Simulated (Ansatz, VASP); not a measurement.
## Two plane-wave programs on Cu

```
Cu
1.0
     0.00000    1.79907    1.94353
     1.79907    0.00000    1.94353
     1.79907    1.79907    0.00000
Cu
1
Direct
  0.00000 0.00000 0.00000
```

Alike in both runs: task single point; functional PBE; k mesh 24 × 24 × 24; occupations gaussian, width 0.15 eV; no spin polarisation.

```csv
,VASP,Ansatz
version,VASP 6.6.1,Ansatz 0.2.0
potentials or method,"VASP PAW PBE potentials, release 64 (Cu), cutoff 520 eV","scalar-relativistic, plane waves, PAW"
valence electrons in the cell,11,19
```

|  | VASP | Ansatz | Ansatz less VASP |
| --- | --- | --- | --- |
| gap on the k mesh at the Fermi level (eV) | none | none | - |
| pressure (GPa) | -5.6 | -6.2 | -0.57 |
| traceless stress, the component that is largest in VASP (GPa) | -3.30 | -3.31 | -0.011 |

A gap of «none» marks a metal or a gap that the smearing closes. VASP's potentials hold 11 valence electrons a cell and Ansatz's 19, so a difference there can come from the potentials and not from the codes.
